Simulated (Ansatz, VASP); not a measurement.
# Fe in VASP and in Ansatz

```
CELL_PARAMETERS angstrom
-1.36502 1.36502 1.36502
1.36502 -1.36502 1.36502
1.36502 1.36502 -1.36502
ATOMIC_POSITIONS crystal
Fe 0.00000 0.00000 0.00000
```

Alike in both runs: task single point; functional r2SCAN; k mesh 16 × 16 × 16; occupations gaussian, width 0.01 eV; no spin polarisation.

|  | VASP | Ansatz |
| --- | --- | --- |
| version | VASP 6.6.1 | Ansatz 0.2.0 |
| potentials or method | VASP PAW PBE potentials, release 64 (Fe), cutoff 520 eV | plane waves (500 eV) with PAW, scalar-relativistic |
| valence electrons in the cell | 8 | 16 |

```tsv
	VASP	Ansatz	Ansatz less VASP
pressure (GPa)	-0.2	-0.7	-0.56
```

VASP's potentials were made for PBE, not for r2SCAN. The functional is the same, so the differences come from potentials, cutoffs and numerics. VASP's potentials hold 8 valence electrons a cell and Ansatz's 16, so a difference there can come from the potentials and not from the codes.
